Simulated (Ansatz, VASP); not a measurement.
# In2GaAs3 in VASP and in Ansatz

File INCAR:

```
ALGO = Normal
EDIFF = 1E-6
EDIFFG = -0.01
ENCUT = 600
GGA = PS
IBRION = 2
ISIF = 3
ISMEAR = 0
LASPH = True
LCHARG = False
LREAL = False
LWAVE = False
NELM = 100
NSW = 80
PREC = Accurate
SIGMA = 0.1
```

File KPOINTS:

```
k-points
0
Gamma
  6 6 6
```

The input POSCAR:

```
In2GaAs3
1.0
   -2.1401840000      2.1401840000      9.0600640000
    2.1401840000     -2.1401840000      9.0600640000
    2.1401840000      2.1401840000     -9.0600640000
In Ga As
2 1 3
Direct
    0.3367560000      0.3367560000      0.0000000000
    0.6632440000      0.6632440000      0.0000000000
    0.0000000000      0.0000000000      0.0000000000
    0.2500000000      0.7500000000      0.5000000000
    0.5754750000      0.0754750000      0.5000000000
    0.9245250000      0.4245250000      0.5000000000
```

Input for Ansatz:

```yaml
crystal:
  lattice:
    - [-2.140184, 2.140184, 9.060064]
    - [2.140184, -2.140184, 9.060064]
    - [2.140184, 2.140184, -9.060064]
  atoms:
    - { symbol: In, position: [0.336756, 0.336756, 0.0] }
    - { symbol: In, position: [0.663244, 0.663244, 0.0] }
    - { symbol: Ga, position: [0.0, 0.0, 0.0] }
    - { symbol: As, position: [0.25, 0.75, 0.5] }
    - { symbol: As, position: [0.575475, 0.075475, 0.5] }
    - { symbol: As, position: [0.924525, 0.424525, 0.5] }
basis:
  ecutwfc: 420
kpoints:
  mp_grid: { grid: [6, 6, 6] }
hamiltonian:
  xc: pbesol
scf:
  occupations: { method: gaussian, width: 0.1 }
output:
  forces: true
  stress: true
  eigenvalues: true
relax:
  adjacent_minimum: "off"
  f_tol: 0.01
  max_steps: 60
  cell: { stress_tol: 0.05 }
```

Alike in both runs: task relaxation of cell and atoms; functional PBEsol; k mesh 6 × 6 × 6; occupations gaussian, width 0.1 eV; no spin polarisation.

|  | VASP | Ansatz |
| --- | --- | --- |
| version | VASP 6.6.1 | Ansatz 0.2.0 |
| potentials or method | VASP PAW PBE potentials, release 64 (In_d, Ga_d, As), cutoff 600 eV | scalar-relativistic, plane waves, PAW |
| valence electrons in the cell | 54 | 84 |

Ansatz gave:

* gap on the k mesh at the Fermi level, each at its own relaxed structure (eV): none
* relaxed volume (Å³/atom): 26.31
* relaxed length of the cell vector where the two differ most in proportion (Å): 9.417

**Question.** Which values does VASP return?

**Answer.** gap on the k mesh at the Fermi level, each at its own relaxed structure (eV): none; relaxed volume (Å³/atom): 26.35; relaxed length of the cell vector where the two differ most in proportion (Å): 9.425.

VASP's potentials were made for PBE, not for PBEsol. A gap of «none» marks a metal or a gap that the smearing closes. VASP's potentials hold 54 valence electrons a cell and Ansatz's 84, so a difference there can come from the potentials and not from the codes.
